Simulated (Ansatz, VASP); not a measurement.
## Two plane-wave programs on CF4

```
C F
1.0
     8.99588    0.00000    0.00000
     0.00000    8.99588    0.00000
     0.00000    0.00000    8.99588
C F
8 32
Direct
  0.35280 0.13381 0.52824
  0.34593 0.52246 0.89630
  0.87768 0.53606 0.90597
  0.99769 0.75965 0.38874
  0.67260 0.34182 0.25584
  0.54139 0.81857 0.26560
  0.17020 0.09433 0.94052
  0.71074 0.96461 0.74747
  0.44730 0.19890 0.61966
  0.33858 0.99279 0.56450
  0.22270 0.20042 0.53751
  0.40341 0.14405 0.39071
  0.23968 0.60968 0.94739
  0.41944 0.46399 0.00876
  0.28620 0.41526 0.81537
  0.43760 0.60092 0.81302
  0.92235 0.66031 0.96996
  0.95372 0.42312 0.96133
  0.73416 0.51578 0.93166
  0.90014 0.54439 0.76101
  0.11061 0.82890 0.45163
  0.04744 0.67093 0.28327
  0.92646 0.68072 0.48960
  0.90636 0.85848 0.33044
  0.54723 0.40605 0.29609
  0.71249 0.24408 0.35753
  0.65420 0.27404 0.12743
  0.77742 0.44399 0.24282
  0.55129 0.70338 0.17428
  0.60457 0.78538 0.39379
  0.60964 0.93406 0.20613
  0.39947 0.85055 0.28792
  0.24494 0.18671 0.02672
  0.09159 0.00274 0.02374
  0.08021 0.16990 0.85310
  0.26457 0.01718 0.85842
  0.75039 0.05645 0.85452
  0.56923 0.92924 0.76313
  0.73108 0.02912 0.61701
  0.79282 0.84301 0.75465
```

Alike in both runs: functional LDA; k mesh 1 × 1 × 1; occupations fermi-dirac, width 0.05 eV; no spin polarisation.

Ansatz relaxed the structure, and its values are those at the end. VASP's run is a single point on that final structure, the one shown.

```csv
,VASP,Ansatz
version,VASP 6.6.1,Ansatz 0.2.0
potentials or method,"VASP PAW LDA potentials, release 64 (C, F), cutoff 520 eV","scalar-relativistic, plane waves, PAW"
valence electrons in the cell,256,256
```

|  | VASP | Ansatz | Ansatz less VASP |
| --- | --- | --- | --- |
| gap on the k mesh at the Fermi level (eV) | 8.84 | 8.85 | +0.009 |
| rms of the force components (eV/Å) | 0.250 | 0.060 | -0.1902 |

LDA's correlation is that of Perdew and Zunger in VASP and of Perdew and Wang (1992) in Ansatz. One of these differences is far larger than is usual between the two programs; its cause wasn't traced. Ansatz's warnings: xc potential rough in thin density.
